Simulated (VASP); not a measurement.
# Sn (Fd-3m) in VASP: a series of runs

The runs below take Sn through single point, with PBE.

Program: VASP 6.6.1. These are calculated values, not measurements. Logs are shortened: lines on timing, memory, paths and dates and some standing lists are left out, and cuts for length are marked.

### Step 1. The cell of the first run

Symmetry: Fd-3m, No. 227, cubic system. Conventional cell: a = 6.467 Å, b = 6.467 Å, c = 6.467 Å, α = 90.00°, β = 90.00°, γ = 90.00°. Within 3.7 Å of Sn (site symmetry -43m) lie 4 Sn at 2.80 Å.

This isn't the form of Sn at room conditions, which is tetragonal (white tin).

### Step 2. Single point, PBE

Input file INCAR:

```
ALGO = Normal ; EDIFF = 1E-7
ENCUT = 520 ; GGA = PE
ISIF = 2 ; ISMEAR = 0
LASPH = True ; LCHARG = False
LREAL = False ; LWAVE = False
NBANDS = 21 ; NELM = 60
PREC = Accurate ; SIGMA = 0.5
```

Input file KPOINTS:

```
k-points
0
Gamma
  9 9 9
```

Input file POSCAR:

```
Sn
1.0
    0.0000000000      3.2333430000      3.2333430000
    3.2333430000      0.0000000000      3.2333430000
    3.2333430000      3.2333430000      0.0000000000
Sn
2
Direct
    0.0000000000      0.0000000000      0.0000000000
    0.2500000000      0.2500000000      0.2500000000
```

Potentials or basis: VASP PAW PBE potentials, release 64 (Sn_d).

On the command line:

```bash
$ cat potpaw_PBE.64/Sn_d/POTCAR > POTCAR
$ mpirun -np 1 vasp_std > vasp.out
```

OUTCAR:

```text
EDIFF = 1E-7
   ENCUT = 520
   GGA = PE
   ISIF = 2
   ISMEAR = 0
   LASPH = True
   LREAL = False
   NELM = 60
   PREC = Accurate

 ion  position               nearest neighbor table
   1  0.000  0.000  0.000-   2 2.80   2 2.80   2 2.80   2 2.80
   2  0.250  0.250  0.250-   1 2.80   1 2.80   1 2.80   1 2.80

  LATTYP: Found a face centered cubic cell.
 ALAT       =     6.4666860000

  Lattice vectors:

 A1 = (   0.0000000000,   3.2333430000,   3.2333430000)
 A2 = (   3.2333430000,   0.0000000000,   3.2333430000)
 A3 = (   3.2333430000,   3.2333430000,   0.0000000000)

Analysis of symmetry for initial positions (statically):
=====================================================================
 Subroutine PRICEL returns:
 Original cell was already a primitive cell.

 Routine SETGRP: Setting up the symmetry group for a
 face centered cubic supercell.

 Subroutine GETGRP returns: Found 48 space group operations
 (whereof 24 operations were pure point group operations)
 out of a pool of 48 trial point group operations.

The static configuration has the point symmetry T_d .
 The point group associated with its full space group is O_h .

Analysis of symmetry for dynamics (positions and initial velocities):
=====================================================================
 Subroutine PRICEL returns:
 Original cell was already a primitive cell.

 Routine SETGRP: Setting up the symmetry group for a
 face centered cubic supercell.

 Subroutine GETGRP returns: Found 48 space group operations
 (whereof 24 operations were pure point group operations)
 out of a pool of 48 trial point group operations.

The dynamic configuration has the point symmetry T_d .
 The point group associated with its full space group is O_h .

 Subroutine INISYM returns: Found 48 space group operations
 (whereof 24 operations are pure point group operations),
 and found     1 'primitive' translations

----------------------------------------------------------------------------------------

                                     Primitive cell

  volume of cell :      67.6060

  direct lattice vectors                    reciprocal lattice vectors
     0.000000000  3.233343000  3.233343000    -0.154638713  0.154638713  0.154638713
     3.233343000  0.000000000  3.233343000     0.154638713 -0.154638713  0.154638713
     3.233343000  3.233343000  0.000000000     0.154638713  0.154638713 -0.154638713

  length of vectors
     4.572637522  4.572637522  4.572637522     0.267842108  0.267842108  0.267842108

  position of ions in fractional coordinates (direct lattice)
     0.000000000  0.000000000  0.000000000
     0.250000000  0.250000000  0.250000000

  ion indices of the primitive-cell ions
   primitive index   ion index
                 1           1
                 2           2

----------------------------------------------------------------------------------------

 KPOINTS: k-points

Automatic generation of k-mesh.
 Grid dimensions read from file:
 generate k-points for:    9    9    9

 Generating k-lattice:

  Cartesian coordinates                     Fractional coordinates (reciprocal lattice)
    -0.017182079  0.017182079  0.017182079     0.111111111  0.000000000  0.000000000
     0.017182079 -0.017182079  0.017182079     0.000000000  0.111111111  0.000000000
     0.017182079  0.017182079 -0.017182079     0.000000000  0.000000000  0.111111111

  Length of vectors
     0.029760234  0.029760234  0.029760234

  Shift w.r.t. Gamma in fractional coordinates (k-lattice)
     0.000000000  0.000000000  0.000000000

 Subroutine IBZKPT returns following result:
 ===========================================

 Found     35 irreducible k-points:

 Following reciprocal coordinates:
            Coordinates               Weight
  0.000000  0.000000  0.000000      1.000000
  0.111111  0.000000  0.000000      8.000000
  0.222222  0.000000  0.000000      8.000000
  0.333333  0.000000  0.000000      8.000000
  0.444444  0.000000  0.000000      8.000000
  0.111111  0.111111  0.000000      6.000000
[... 16 lines left out ...]
 -0.333333  0.333333  0.000000     12.000000
  0.444444  0.444444  0.000000      6.000000
 [... further k-points ...]
   k-points           NKPTS =     35   k-points in BZ     NKDIM =     35   number of bands    NBANDS=     21
   number of dos      NEDOS =    301   number of ions     NIONS =      2
   total plane-waves  NPLWV =  46656
   dimension x,y,z NGX =    36 NGY =   36 NGZ =   36
   dimension x,y,z NGXF=    72 NGYF=   72 NGZF=   72
   ions per type =               2
   NGX,Y,Z   is equivalent  to a cutoff of  13.09, 13.09, 13.09 a.u.
   NGXF,Y,Z  is equivalent  to a cutoff of  26.18, 26.18, 26.18 a.u.
 SYSTEM =  unknown system
   PREC   = accura    normal or accurate (medium, high low for compatibility)
   ISTART =      0    job   : 0-new  1-cont  2-samecut
   ICHARG =      2    charge: 1-file 2-atom 10-const
   ISPIN  =      1    spin polarized calculation?
   LNONCOLLINEAR =      F non collinear calculations
   LSORBIT =      F    spin-orbit coupling
   LASPH  =      T    aspherical Exc in radial PAW
   ENCUT  =  520.0 eV  38.22 Ry    6.18 a.u.   8.50  8.50  8.50*2*pi/ulx,y,z
   NELM   =     60;   NELMIN=  2; NELMDL= -5     # of ELM steps
   EDIFF  = 0.1E-06   stopping-criterion for ELM
   LREAL  =      F    real-space projection
   EDIFFG = 0.1E-05   stopping-criterion for IOM
   NSW    =      0    number of steps for IOM
   IBRION =     -1    ionic relax: 0-MD 1-quasi-New 2-CG
   NFREE  =      0    steps in history (QN), initial steepest desc. (CG)
   ISIF   =      2    stress and relaxation
   ISYM   =      2    0-nonsym 1-usesym 2-fastsym
   POTIM  = 0.5000    time-step for ionic-motion
   TEBEG  =    0.0;   TEEND  =   0.0 temperature during run
   PSTRESS=    0.0 pullay stress
   NELECT =      28.0000    total number of electrons
   NUPDOWN=      -1.0000    fix difference up-down
   EMIN   =  10.00;   EMAX   =-10.00  energy-range for DOS
   EFERMI =   0.00;   METHOD = LEGACY
   ISMEAR =     0;   SIGMA  =   0.50  broadening in eV -4-tet -1-fermi 0-gaus
   EFERMI_NEDOS =   21; number of points for ismear=-14 and -15
   IALGO  =     38    algorithm
   IMIX   =      4    mixing-type and parameters
     AMIX     =   0.40;   BMIX     =  1.00
     AMIX_MAG =   1.60;   BMIX_MAG =  1.00
  volume/ion in A,a.u.               =      33.80       228.11
  Fermi-wavevector in a.u.,A,eV,Ry     =   1.220298  2.306028 20.260790  1.489126
  Thomas-Fermi vector in A             =   2.355520
   LORBIT       =      0    0 simple, 1 ext, 2 COOP (PROOUT), +10 PAW based schemes
   GGA     = PE    functional components
   LHFCALC =     F    Hartree Fock is set to
   AEXX    =    0.0000 exact exchange contribution
   IVDW    =     0    specifies the selected vdW correction
   LEPSILON=     F    determine dielectric tensor
   LRPA    =     F    only Hartree local field effects (RPA)
 non-spin polarized calculation
 Gauss-broadening in eV      SIGMA  =   0.50
  energy-cutoff  :      520.00
  volume of cell :       67.61
 maximum number of plane-waves:      1853
 NGX is ok and might be reduce to    36
   NGX = 17   NGY = 17   NGZ = 17

 number of electron      28.0000008 magnetization

 Free energy of the ion-electron system (eV)
  ---------------------------------------------------
  ext. energy  EPLUGINS =         0.00000000
  ---------------------------------------------------
  free energy    TOTEN  =        -7.63493999 eV

  energy without entropy =       -7.60835789  energy(sigma->0) =       -7.62164894

 E-fermi :   5.8157     XC(G=0):  -8.9250

 val. band max:        5.7858100458   @ k =   0.4444   0.0000   0.0000
 cond. band min:       5.8378206933   @ k =   0.0000   0.0000   0.0000
 fundamental gap:      0.0520106475
 Fermi energy:         5.8157323918

 k-point     1 :       0.0000    0.0000    0.0000
  band No.  band energies     occupation
      1     -15.9539      2.00000
      2     -15.9539      2.00000
      3     -15.9539      2.00000
      4     -15.8926      2.00000
      5     -15.8926      2.00000
      6     -15.5750      2.00000
[... 13 lines left out ...]
     20      13.7404      0.00000
     21      13.7404      0.00000

 k-point     2 :       0.1111    0.0000    0.0000
  band No.  band energies     occupation
      1     -15.9632      2.00000
      2     -15.9632      2.00000
      3     -15.9509      2.00000
      4     -15.8797      2.00000
      5     -15.8797      2.00000
      6     -15.5942      2.00000
[... 13 lines left out ...]
     20      12.9350      0.00000
     21      12.9350      0.00000

 k-point     3 :       0.2222    0.0000    0.0000
  band No.  band energies     occupation
      1     -15.9773      2.00000
      2     -15.9773      2.00000
      3     -15.9430      2.00000
      4     -15.8569      2.00000
      5     -15.8569      2.00000
      6     -15.6152      2.00000
[... 13 lines left out ...]
     20      12.5977      0.00000
     21      12.5977      0.00000

 k-point     4 :       0.3333    0.0000    0.0000
  band No.  band energies     occupation
      1     -15.9867      2.00000
      2     -15.9867      2.00000
      3     -15.9337      2.00000
      4     -15.8394      2.00000
      5     -15.8394      2.00000
      6     -15.6292      2.00000
[... 13 lines left out ...]
     20      13.1009      0.00000
     21      13.1009      0.00000

 k-point     5 :       0.4444    0.0000    0.0000
  band No.  band energies     occupation
      1     -15.9907      2.00000
      2     -15.9907      2.00000
      3     -15.9274      2.00000
      4     -15.8312      2.00000
      5     -15.8312      2.00000
      6     -15.6349      2.00000
[... 13 lines left out ...]
     20      14.2176      0.00000
     21      14.2176      0.00000
[... 382 lines left out ...]
     20      15.2221      0.00000
     21      15.5625      0.00000

 k-point    22 :      -0.4444    0.3333    0.0000
  band No.  band energies     occupation
      1     -16.0260      2.00000
      2     -16.0058      2.00000
      3     -15.8753      2.00000
      4     -15.7846      2.00000
      5     -15.7594      2.00000
      6     -15.7199      2.00000
[... 13 lines left out ...]
     20      14.3503      0.00000
     21      16.1565      0.00000

 k-point    23 :      -0.3333    0.3333    0.0000
  band No.  band energies     occupation
      1     -16.0306      2.00000
      2     -16.0068      2.00000
      3     -15.8678      2.00000
      4     -15.7647      2.00000
      5     -15.7563      2.00000
      6     -15.7349      2.00000
[... 13 lines left out ...]
     20      13.1367      0.00000
     21      16.4496      0.00000

 k-point    24 :       0.4444    0.4444    0.0000
  band No.  band energies     occupation
      1     -16.0052      2.00000
      2     -16.0052      2.00000
      3     -15.8968      2.00000
      4     -15.8361      2.00000
      5     -15.7551      2.00000
      6     -15.6981      2.00000
[... 13 lines left out ...]
     20      15.7353      0.00000
     21      15.9602      0.00000

 [... further k-points ...]

------------------------ aborting loop because EDIFF is reached ----------------------------------------

  FORCE on cell =-STRESS in cart. coord.  units (eV):
  Direction    XX          YY          ZZ          XY          YZ          ZX
  --------------------------------------------------------------------------------------
  -------------------------------------------------------------------------------------
  Total        1.6235481      1.6235481      1.6235481     -0.0000000      0.0000000      0.0000000
  in kB       38.4760443     38.4760443     38.4760443     -0.0000000      0.0000000      0.0000000
  external PRESSURE =      38.4760443 kB  Pullay stress =       0.0000000 kB

 VOLUME and BASIS-vectors are now :
 -----------------------------------------------------------------------------
  energy-cutoff  :      520.00
  volume of cell :       67.61
      direct lattice vectors                 reciprocal lattice vectors
     0.000000000  3.233343000  3.233343000    -0.154638713  0.154638713  0.154638713
     3.233343000  0.000000000  3.233343000     0.154638713 -0.154638713  0.154638713
     3.233343000  3.233343000  0.000000000     0.154638713  0.154638713 -0.154638713

 POSITION                                       TOTAL-FORCE (eV/Angst)
 -----------------------------------------------------------------------------------
      0.00000      0.00000      0.00000         0.000000      0.000000      0.000000
      1.61667      1.61667      1.61667        -0.000000     -0.000000     -0.000000
 -----------------------------------------------------------------------------------
    total drift:                                0.000000      0.000000      0.000000

  FREE ENERGIE OF THE ION-ELECTRON SYSTEM (eV)
  ---------------------------------------------------
  free  energy   TOTEN  =        -7.6349399869 eV

  energy  without entropy=       -7.6083578916  energy(sigma->0) =       -7.62164894
```

It took 42 s on 1 thread of Intel Xeon 8259CL, shared host; peak memory 0.22 GiB.

Results:

- Free energy: -7.6349 eV
- Pressure: 3.8 GPa
- Band gap on the k mesh: zero (bands 14 and 15 overlap by 0.05 eV)

Caveat: the cell stands under pressure; so wide a smearing shifts energies and pressures; spin-orbit coupling is left out, which moves the levels of the heavy elements.

### Step 3. Single point, PBE

Input file INCAR:

```
PREC     = Accurate       # precision mode
ENCUT    = 520            # plane-wave cutoff, eV
EDIFF    = 1E-6           # SCF threshold, eV
ISMEAR   = 0              # smearing method
SIGMA    = 0.3            # smearing width, eV
LREAL    = F              # projectors in reciprocal space
LASPH    = T              # aspherical terms in the spheres
NELM     = 100            # most SCF steps
ALGO     = Normal         # electronic algorithm
ISIF     = 2              # what is computed and relaxed
LWAVE    = F              # write WAVECAR
LCHARG   = T              # write CHGCAR
GGA      = PE             # functional
LELF     = T              # ELF
LVHAR    = T            
NBANDS   = 21             # bands
```

Input file KPOINTS:

```
Automatic mesh
0
Gamma
  9 9 9
```

POSCAR is that of step 2.

Potentials or basis: VASP PAW PBE potentials, release 64 (Sn_d).

On the command line:

```bash
$ cat potpaw_PBE.64/Sn_d/POTCAR > POTCAR
$ mpirun -np 1 vasp_std > vasp.out
```

OUTCAR:

```text
PREC = Accurate
   ENCUT = 520
   EDIFF = 1E-6
   ISMEAR = 0
   LREAL = F
   LASPH = T
   NELM = 100
   ISIF = 2
   GGA = PE

 ion  position               nearest neighbor table
   1  0.000  0.000  0.000-   2 2.80   2 2.80   2 2.80   2 2.80
   2  0.250  0.250  0.250-   1 2.80   1 2.80   1 2.80   1 2.80

  LATTYP: Found a face centered cubic cell.
 ALAT       =     6.4666860000

  Lattice vectors:

 A1 = (   0.0000000000,   3.2333430000,   3.2333430000)
 A2 = (   3.2333430000,   0.0000000000,   3.2333430000)
 A3 = (   3.2333430000,   3.2333430000,   0.0000000000)

Analysis of symmetry for initial positions (statically):
=====================================================================
 Subroutine PRICEL returns:
 Original cell was already a primitive cell.

 Routine SETGRP: Setting up the symmetry group for a
 face centered cubic supercell.

 Subroutine GETGRP returns: Found 48 space group operations
 (whereof 24 operations were pure point group operations)
 out of a pool of 48 trial point group operations.

The static configuration has the point symmetry T_d .
[... 160 lines left out ...]
  free energy    TOTEN  =        -7.62706419 eV

  energy without entropy =       -7.61831317  energy(sigma->0) =       -7.62268868

 E-fermi :   5.7832     XC(G=0):  -8.9231

 val. band max:        5.6022059183   @ k =   0.1111   0.0000   0.0000
 cond. band min:       5.7878067738   @ k =   0.4444   0.0000   0.0000
 fundamental gap:      0.1856008556
 Fermi energy:         5.7832358493

 k-point     1 :       0.0000    0.0000    0.0000
  band No.  band energies     occupation
      1     -15.9517      2.00000
      2     -15.9517      2.00000
      3     -15.9517      2.00000
      4     -15.8905      2.00000
      5     -15.8905      2.00000
      6     -15.5728      2.00000
[... 565 lines left out ...]
     20      15.7383      0.00000
     21      15.9611      0.00000

 [... further k-points ...]

------------------------ aborting loop because EDIFF is reached ----------------------------------------

  FORCE on cell =-STRESS in cart. coord.  units (eV):
  Direction    XX          YY          ZZ          XY          YZ          ZX
  --------------------------------------------------------------------------------------
  -------------------------------------------------------------------------------------
  Total        1.6011925      1.6011925      1.6011925      0.0000000      0.0000000     -0.0000000
  in kB       37.9462438     37.9462438     37.9462438      0.0000000      0.0000000     -0.0000000
  external PRESSURE =      37.9462438 kB  Pullay stress =       0.0000000 kB

 VOLUME and BASIS-vectors are now :
 -----------------------------------------------------------------------------
  energy-cutoff  :      520.00
  volume of cell :       67.61
      direct lattice vectors                 reciprocal lattice vectors
     0.000000000  3.233343000  3.233343000    -0.154638713  0.154638713  0.154638713
     3.233343000  0.000000000  3.233343000     0.154638713 -0.154638713  0.154638713
     3.233343000  3.233343000  0.000000000     0.154638713  0.154638713 -0.154638713

 POSITION                                       TOTAL-FORCE (eV/Angst)
 -----------------------------------------------------------------------------------
      0.00000      0.00000      0.00000         0.000000      0.000000      0.000000
      1.61667      1.61667      1.61667        -0.000000     -0.000000     -0.000000
 -----------------------------------------------------------------------------------
    total drift:                                0.000000      0.000000      0.000000

  FREE ENERGIE OF THE ION-ELECTRON SYSTEM (eV)
  ---------------------------------------------------
  free  energy   TOTEN  =        -7.6270641884 eV

  energy  without entropy=       -7.6183131670  energy(sigma->0) =       -7.62268868
```

OSZICAR:

```text
N       E                     dE             d eps       ncg     rms          rms(c)
DAV:   1     0.227073155452E+03    0.22707E+03   -0.14560E+04  1480   0.192E+03
DAV:   2     0.168642143393E+02   -0.21021E+03   -0.20617E+03  1505   0.447E+02
DAV:   3    -0.686714775731E+01   -0.23731E+02   -0.23595E+02  1710   0.139E+02
DAV:   4    -0.765801981954E+01   -0.79087E+00   -0.79054E+00  1690   0.283E+01
DAV:   5    -0.769049728975E+01   -0.32477E-01   -0.32477E-01  2150   0.532E+00    0.328E+00
DAV:   6    -0.764594182721E+01    0.44555E-01   -0.28970E-02  1971   0.207E+00    0.192E+00
DAV:   7    -0.762481377406E+01    0.21128E-01   -0.45640E-02  1594   0.218E+00    0.161E-01
DAV:   8    -0.762664915957E+01   -0.18354E-02   -0.56210E-03  1675   0.805E-01    0.525E-02
DAV:   9    -0.762704354247E+01   -0.39438E-03   -0.50027E-04  1618   0.140E-01    0.121E-02
DAV:  10    -0.762705984492E+01   -0.16302E-04   -0.32017E-05  1873   0.482E-02    0.592E-03
DAV:  11    -0.762706416334E+01   -0.43184E-05   -0.77651E-06  1295   0.153E-02    0.763E-04
DAV:  12    -0.762706418839E+01   -0.25046E-07   -0.29933E-07  1274   0.506E-03
   1 F= -.76270642E+01 E0= -.76226887E+01  d E =-.875102E-02
```

stdout:

```text
POSCAR found type information on POSCAR Sn
 POSCAR found :  1 types and       2 ions
 scaLAPACK will be used
 LDA part: xc-table for (Slater+PW92), standard interpolation
 POSCAR, INCAR and KPOINTS ok, starting setup
 FFT: planning ... GRIDC
 FFT: planning ... GRID_SOFT
 FFT: planning ... GRID
 WAVECAR not read
 entering main loop
```

Wall time 55 s (1 thread of Intel Xeon 8259CL, shared host); peak memory 0.22 GiB.

Results:

```yaml
Free_energy: -7.6271 eV
Pressure: 3.8 GPa
Band_gap_on_the_k_mesh: zero (bands 14 and 15 overlap by 0.05 eV)
```

Caveat: the cell stands under pressure; so wide a smearing shifts energies and pressures; spin-orbit coupling is left out, which moves the levels of the heavy elements.

[end of part 1 of 2]
